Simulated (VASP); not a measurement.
Runs of VASP 6.6.1 on Si3Ag. The structure is that of space group Fm-3m (No. 225), or close to it. The cells are those of the table. The cell was generated, and may not be a known phase.

```csv
task,cell,k mesh,cutoff (eV),gap on the mesh (eV),pressure (GPa),relaxed volume (Å³/atom)
single point,"a = 4.780 Å, angles 60.0°, 4 atoms",4 × 4 × 4,520,none,(a),-
single point,"a = 4.519 Å, angles 60.0°, 4 atoms",6 × 6 × 6,520,none,(b),-
single point,"a = 4.516 Å, angles 60.0°, 4 atoms",12 × 12 × 12,520,none,0.0,-
single point,"a = 4.547 Å, angles 60.0°, 4 atoms",4 × 4 × 4,520,none,-0.4,-
relaxation of cell and atoms,"relaxed from a = 4.519 Å, angles 60.0°, 4 atoms",12 × 12 × 12,600,none,0.0,16.28
relaxation of cell and atoms,"relaxed from a = 4.547 Å, angles 60.0°, 4 atoms",6 × 6 × 6,600,none,0.0,16.30
relaxation of cell and atoms,"relaxed from a = 4.780 Å, angles 60.0°, 4 atoms",4 × 4 × 4,600,none,0.0,16.54
```

Alike in all rows: level PBE; potentials or basis VASP PAW PBE potentials, release 64 (Si, Ag); no spin polarisation; smearing gaussian 0.1 eV.

Task: Estimate the missing entries.

Result: (a) -9.6; (b) -0.1.

Caveats: some runs use coarse meshes.

A k mesh can miss the band edges, and the runs leave out spin-orbit coupling on Ag.

A gap of «none» marks levels without a gap at the run's occupations.
